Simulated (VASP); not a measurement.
# PbSe (Cmcm) in VASP: notebook

The runs below take PbSe through single point, with PBEsol.

All numbers are computed with VASP 6.6.1; they aren't measurements. Logs are shortened: lines on timing, memory, paths and dates and some standing lists are left out, and cuts for length are marked.

**1. The cell of the first run**

It takes space group Cmcm (No. 63, orthorhombic). The conventional cell has a = 4.310 Å, b = 12.268 Å, c = 4.450 Å, α = 90.00°, β = 90.00°, γ = 90.00°. Pb (site symmetry m2m) has 5 Se at 2.82 to 3.10 Å within 3.7 Å. Within 3.7 Å of Se (site symmetry m2m) lie 5 Pb at 2.82 to 3.10 Å.

**2. Single point, PBEsol**

The input, INCAR:

```
SYSTEM = PbSe
ALGO     = Normal         ! electronic algorithm
EDIFF    = 1E-6           ! SCF threshold, eV
ENCUT    = 500            ! plane-wave cutoff, eV
GGA      = PS             ! functional
GGA_COMPAT= .FALSE.      
ISIF     = 2              ! what is computed and relaxed
ISMEAR   = 0              ! smearing method
LASPH    = .TRUE.         ! aspherical terms in the spheres
LCHARG   = .FALSE.        ! write CHGCAR
LREAL    = .FALSE.        ! projectors in reciprocal space
LWAVE    = .FALSE.        ! write WAVECAR
NBANDS   = 28             ! bands
NELM     = 120            ! most SCF steps
PREC     = Accurate       ! precision mode
SIGMA    = 0.01           ! smearing width, eV
```

The input, KPOINTS:

```
k-points
0
G
  6 6 4
  0 0 0
```

The input, POSCAR:

```
PbSe
1.0
    2.1548765000     -6.1339475000      0.0000000000
    2.1548765000      6.1339475000      0.0000000000
    0.0000000000      0.0000000000      4.4504940000
Pb Se
2 2
Direct
    0.6317610000      0.3682390000      0.7500000000
    0.3682390000      0.6317610000      0.2500000000
    0.8612900000      0.1387100000      0.7500000000
    0.1387100000      0.8612900000      0.2500000000
```

Potentials or basis: VASP PAW PBE potentials, release 64 (Pb_d, Se).

Launch:

```sh
$ cat potpaw_PBE.64/Pb_d/POTCAR potpaw_PBE.64/Se/POTCAR > POTCAR
$ mpirun -np 1 vasp_std > vasp.out
```

OUTCAR:

```text
SYSTEM = PbSe
   EDIFF = 1E-6
   ENCUT = 500
   GGA = PS
   ISIF = 2
   ISMEAR = 0
   LASPH = .TRUE.
   LREAL = .FALSE.
   NELM = 120
   PREC = Accurate

 ion  position               nearest neighbor table
   1  0.632  0.368  0.750-   3 2.82   4 3.10   4 3.10   4 3.10   4 3.10   2 3.92   2 3.92
   2  0.368  0.632  0.250-   4 2.82   3 3.10   3 3.10   3 3.10   3 3.10   1 3.92   1 3.92
   3  0.861  0.139  0.750-   1 2.82   2 3.10   2 3.10   2 3.10   2 3.10
   4  0.139  0.861  0.250-   2 2.82   1 3.10   1 3.10   1 3.10   1 3.10

  LATTYP: Found a base centered orthorhombic cell.
 ALAT       =     4.3097530000
 B/A-ratio  =     2.8465424817
 C/A-ratio  =     1.0326563959

  Lattice vectors:

 A1 = (   2.1548765000,  -6.1339475000,   0.0000000000)
 A2 = (   2.1548765000,   6.1339475000,   0.0000000000)
 A3 = (   0.0000000000,   0.0000000000,   4.4504940000)

Analysis of symmetry for initial positions (statically):
=====================================================================
 Subroutine PRICEL returns:
 Original cell was already a primitive cell.

 Routine SETGRP: Setting up the symmetry group for a
 base centered orthorhombic supercell.

 Subroutine GETGRP returns: Found  8 space group operations
 (whereof  4 operations were pure point group operations)
 out of a pool of  8 trial point group operations.

The static configuration has the point symmetry C_2h.
 The point group associated with its full space group is D_2h.

Analysis of symmetry for dynamics (positions and initial velocities):
=====================================================================
 Subroutine PRICEL returns:
 Original cell was already a primitive cell.

 Routine SETGRP: Setting up the symmetry group for a
 base centered orthorhombic supercell.

 Subroutine GETGRP returns: Found  8 space group operations
 (whereof  4 operations were pure point group operations)
 out of a pool of  8 trial point group operations.

The dynamic configuration has the point symmetry C_2h.
 The point group associated with its full space group is D_2h.

 Subroutine INISYM returns: Found  8 space group operations
 (whereof  4 operations are pure point group operations),
 and found     1 'primitive' translations

----------------------------------------------------------------------------------------

                                     Primitive cell

  volume of cell :     117.6524

  direct lattice vectors                    reciprocal lattice vectors
     2.154876500 -6.133947500  0.000000000     0.232031859 -0.081513577  0.000000000
     2.154876500  6.133947500  0.000000000     0.232031859  0.081513577  0.000000000
     0.000000000  0.000000000  4.450494000     0.000000000  0.000000000  0.224694158

  length of vectors
     6.501446352  6.501446352  4.450494000     0.245933419  0.245933419  0.224694158

  position of ions in fractional coordinates (direct lattice)
     0.631761000  0.368239000  0.750000000
     0.368239000  0.631761000  0.250000000
     0.861290000  0.138710000  0.750000000
     0.138710000  0.861290000  0.250000000

  ion indices of the primitive-cell ions
   primitive index   ion index
                 1           1
                 2           2
                 3           3
                 4           4

----------------------------------------------------------------------------------------

 KPOINTS: k-points

Automatic generation of k-mesh.
 Grid dimensions read from file:
 generate k-points for:    6    6    4

 Generating k-lattice:

  Cartesian coordinates                     Fractional coordinates (reciprocal lattice)
     0.038671976 -0.013585596  0.000000000     0.166666667 -0.000000000  0.000000000
     0.038671976  0.013585596  0.000000000    -0.000000000  0.166666667  0.000000000
     0.000000000  0.000000000  0.056173539     0.000000000  0.000000000  0.250000000

  Length of vectors
     0.040988903  0.040988903  0.056173539

  Shift w.r.t. Gamma in fractional coordinates (k-lattice)
     0.000000000  0.000000000  0.000000000

 Subroutine IBZKPT returns following result:
 ===========================================

 Found     39 irreducible k-points:

 Following reciprocal coordinates:
            Coordinates               Weight
  0.000000  0.000000  0.000000      1.000000
  0.166667 -0.000000  0.000000      4.000000
  0.333333  0.000000  0.000000      4.000000
  0.500000  0.000000  0.000000      2.000000
  0.166667  0.166667  0.000000      2.000000
  0.333333  0.166667  0.000000      4.000000
[... 16 lines left out ...]
  0.333333  0.333333  0.250000      4.000000
  0.500000  0.333333  0.250000      8.000000
 [... further k-points ...]
   k-points           NKPTS =     39   k-points in BZ     NKDIM =     39   number of bands    NBANDS=     28
   number of dos      NEDOS =    301   number of ions     NIONS =      4
   total plane-waves  NPLWV =  73728
   dimension x,y,z NGX =    48 NGY =   48 NGZ =   32
   dimension x,y,z NGXF=    96 NGYF=   96 NGZF=   64
   ions per type =               2   2
   NGX,Y,Z   is equivalent  to a cutoff of  12.27, 12.27, 11.95 a.u.
   NGXF,Y,Z  is equivalent  to a cutoff of  24.55, 24.55, 23.91 a.u.
 SYSTEM =  PbSe
   PREC   = accura    normal or accurate (medium, high low for compatibility)
   ISTART =      0    job   : 0-new  1-cont  2-samecut
   ICHARG =      2    charge: 1-file 2-atom 10-const
   ISPIN  =      1    spin polarized calculation?
   LNONCOLLINEAR =      F non collinear calculations
   LSORBIT =      F    spin-orbit coupling
   LASPH  =      T    aspherical Exc in radial PAW
   ENCUT  =  500.0 eV  36.75 Ry    6.06 a.u.  11.85 11.85  8.11*2*pi/ulx,y,z
   NELM   =    120;   NELMIN=  2; NELMDL= -5     # of ELM steps
   EDIFF  = 0.1E-05   stopping-criterion for ELM
   LREAL  =      F    real-space projection
   EDIFFG = 0.1E-04   stopping-criterion for IOM
   NSW    =      0    number of steps for IOM
   IBRION =     -1    ionic relax: 0-MD 1-quasi-New 2-CG
   NFREE  =      0    steps in history (QN), initial steepest desc. (CG)
   ISIF   =      2    stress and relaxation
   ISYM   =      2    0-nonsym 1-usesym 2-fastsym
   POTIM  = 0.5000    time-step for ionic-motion
   TEBEG  =    0.0;   TEEND  =   0.0 temperature during run
   PSTRESS=    0.0 pullay stress
   NELECT =      40.0000    total number of electrons
   NUPDOWN=      -1.0000    fix difference up-down
   EMIN   =  10.00;   EMAX   =-10.00  energy-range for DOS
   EFERMI =   0.00;   METHOD = LEGACY
   ISMEAR =     0;   SIGMA  =   0.01  broadening in eV -4-tet -1-fermi 0-gaus
   EFERMI_NEDOS =   21; number of points for ismear=-14 and -15
   IALGO  =     38    algorithm
   IMIX   =      4    mixing-type and parameters
     AMIX     =   0.40;   BMIX     =  1.00
     AMIX_MAG =   1.60;   BMIX_MAG =  1.00
  volume/ion in A,a.u.               =      29.41       198.49
  Fermi-wavevector in a.u.,A,eV,Ry     =   1.142601  2.159203 17.762911  1.305537
  Thomas-Fermi vector in A             =   2.279298
   LORBIT       =      0    0 simple, 1 ext, 2 COOP (PROOUT), +10 PAW based schemes
   GGA     = PS    functional components
   LHFCALC =     F    Hartree Fock is set to
   AEXX    =    0.0000 exact exchange contribution
   IVDW    =     0    specifies the selected vdW correction
   LEPSILON=     F    determine dielectric tensor
   LRPA    =     F    only Hartree local field effects (RPA)
 non-spin polarized calculation
 Gauss-broadening in eV      SIGMA  =   0.01
  energy-cutoff  :      500.00
  volume of cell :      117.65
 maximum number of plane-waves:      3004
   NGX = 23   NGY = 23   NGZ = 17

 number of electron      39.9999996 magnetization

 Free energy of the ion-electron system (eV)
  ---------------------------------------------------
  ext. energy  EPLUGINS =         0.00000000
  ---------------------------------------------------
  free energy    TOTEN  =       -17.62805935 eV

  energy without entropy =      -17.62805935  energy(sigma->0) =      -17.62805935

 E-fermi :   4.1901     XC(G=0):  -9.6115

 val. band max:        4.0693583694   @ k =   0.0000   0.0000   0.5000
 cond. band min:       5.2140224646   @ k =   0.5000   0.5000   0.0000
 fundamental gap:      1.1446640951
 Fermi energy:         4.1901406594

 k-point     1 :       0.0000    0.0000    0.0000
  band No.  band energies     occupation
      1     -12.2778      2.00000
      2     -12.1898      2.00000
      3     -12.1838      2.00000
      4     -12.1821      2.00000
      5     -12.1614      2.00000
      6     -12.1574      2.00000
[... 20 lines left out ...]
     27       9.6041      0.00000
     28      10.9661      0.00000

 k-point     2 :       0.1667   -0.0000    0.0000
  band No.  band energies     occupation
      1     -12.2643      2.00000
      2     -12.1851      2.00000
      3     -12.1831      2.00000
      4     -12.1722      2.00000
      5     -12.1679      2.00000
      6     -12.1592      2.00000
[... 20 lines left out ...]
     27       9.9619      0.00000
     28      11.2205      0.00000

 k-point     3 :       0.3333    0.0000    0.0000
  band No.  band energies     occupation
      1     -12.2334      2.00000
      2     -12.1859      2.00000
      3     -12.1839      2.00000
      4     -12.1810      2.00000
      5     -12.1603      2.00000
      6     -12.1586      2.00000
[... 20 lines left out ...]
     27      11.5985      0.00000
     28      11.9226      0.00000

 k-point     4 :       0.5000    0.0000    0.0000
  band No.  band energies     occupation
      1     -12.2061      2.00000
      2     -12.1990      2.00000
      3     -12.1886      2.00000
      4     -12.1883      2.00000
      5     -12.1611      2.00000
      6     -12.1564      2.00000
[... 578 lines left out ...]
     27      10.1895      0.00000
     28      11.8178      0.00000

 k-point    23 :       0.3333    0.3333    0.2500
  band No.  band energies     occupation
      1     -12.2438      2.00000
      2     -12.2201      2.00000
      3     -12.1836      2.00000
      4     -12.1694      2.00000
      5     -12.1603      2.00000
      6     -12.1543      2.00000
[... 20 lines left out ...]
     27      10.6395      0.00000
     28      10.9876      0.00000

 k-point    24 :       0.5000    0.3333    0.2500
  band No.  band energies     occupation
      1     -12.2468      2.00000
      2     -12.1939      2.00000
      3     -12.1817      2.00000
      4     -12.1689      2.00000
      5     -12.1633      2.00000
      6     -12.1567      2.00000
[... 20 lines left out ...]
     27      10.9878      0.00000
     28      11.5314      0.00000

 [... further k-points ...]
[... 5 lines left out ...]
  --------------------------------------------------------------------------------------
  -------------------------------------------------------------------------------------
  Total       -1.3825047     -1.1149746     -1.4483952      0.0000000      0.0000000      0.0000000
  in kB      -18.8268020    -15.1836054    -19.7240909      0.0000000      0.0000000      0.0000000
  external PRESSURE =     -17.9114994 kB  Pullay stress =       0.0000000 kB

 VOLUME and BASIS-vectors are now :
 -----------------------------------------------------------------------------
  energy-cutoff  :      500.00
  volume of cell :      117.65
      direct lattice vectors                 reciprocal lattice vectors
     2.154876500 -6.133947500  0.000000000     0.232031859 -0.081513577  0.000000000
     2.154876500  6.133947500  0.000000000     0.232031859  0.081513577  0.000000000
     0.000000000  0.000000000  4.450494000     0.000000000  0.000000000  0.224694158

 POSITION                                       TOTAL-FORCE (eV/Angst)
 -----------------------------------------------------------------------------------
      2.15488     -1.61643      3.33787         0.000000     -0.018021     -0.000000
      2.15488      1.61643      1.11262         0.000000      0.018021     -0.000000
      2.15488     -4.43227      3.33787         0.000000     -0.037632      0.000000
      2.15488      4.43227      1.11262         0.000000      0.037632      0.000000
 -----------------------------------------------------------------------------------
    total drift:                                0.000000      0.000000      0.000000

  FREE ENERGIE OF THE ION-ELECTRON SYSTEM (eV)
  ---------------------------------------------------
  free  energy   TOTEN  =       -17.6280593493 eV

  energy  without entropy=      -17.6280593493  energy(sigma->0) =      -17.62805935
```

Wall time 63 s (1 thread of AMD EPYC 9R45 (Zen 5), shared host); peak memory 0.27 GiB.

What came out:

* Free energy: -17.6281 eV
* Pressure: -1.8 GPa
* Largest force: 0.038 eV/Å
* Band gap on the k mesh: 1.14 eV (least direct gap 1.43 eV)

Forces on the atoms (eV/Å):
```
Pb   0.000 -0.018  0.000
Pb   0.000  0.018  0.000
Se   0.000 -0.038  0.000
Se   0.000  0.038  0.000
```

Stress tensor (GPa, compression positive):
```
-1.88  0.00  0.00
 0.00 -1.52  0.00
 0.00  0.00 -1.97
```

Caveat: the PAW data sets were made with another functional, which shifts forces and pressure a little; spin-orbit coupling is left out, which moves the levels of the heavy elements. A k mesh can miss the band edges.

**3. Single point, PBEsol, non-collinear spin, zero start, spin-orbit coupling**

The input, INCAR:

```
PREC = Accurate
ENCUT = 500
EDIFF = 1E-6
ISMEAR = 0
SIGMA = 0.01
LREAL = F
LASPH = T
NELM = 200
ALGO = Normal
ISIF = 2
LWAVE = F
LCHARG = F
MAGMOM = 0 0 0 0 0 0 0 0 0 0 0 0
LORBIT = 11
LSORBIT = T
GGA_COMPAT = F
LORBMOM = T
GGA = PS
NBANDS = 54
```

The input, KPOINTS:

```
Automatic mesh
0
Gamma
  6 6 4
```

POSCAR is that of step 2.

Potentials or basis: VASP PAW PBE potentials, release 64 (Pb_d, Se).

Launch:

```sh
$ cat potpaw_PBE.64/Pb_d/POTCAR potpaw_PBE.64/Se/POTCAR > POTCAR
$ mpirun -np 1 vasp_ncl > vasp.out
```

It took 4.6 min on 1 thread of AMD EPYC 9R45 (Zen 5), shared host; peak memory 0.71 GiB.

The run converged. Its results:

```
Free energy                                           : -18.4980 eV
Pressure                                              : -1.9 GPa
Largest force                                         : 0.058 eV/Å
Net moment                                            : 0.00 μB per cell
Valence electrons inside the program's atomic spheres : Pb 11.86; Se 3.78
```

Forces in eV/Å, atoms in the order of the input:
```
Pb   0.000 -0.058  0.000
Pb   0.000  0.058  0.000
Se   0.000 -0.005  0.000
Se   0.000  0.005  0.000
```

Stress tensor (GPa, compression positive):
```
-1.86  0.00  0.00
 0.00 -1.76  0.00
 0.00  0.00 -2.02
```

Moments on the atoms (μB; x, y, z):
```
Pb  0.00 0.00 0.00
Pb  0.00 0.00 0.00
Se  0.00 0.00 0.00
Se  0.00 0.00 0.00
```

Caveat: the PAW data sets were made with another functional, which shifts forces and pressure a little.
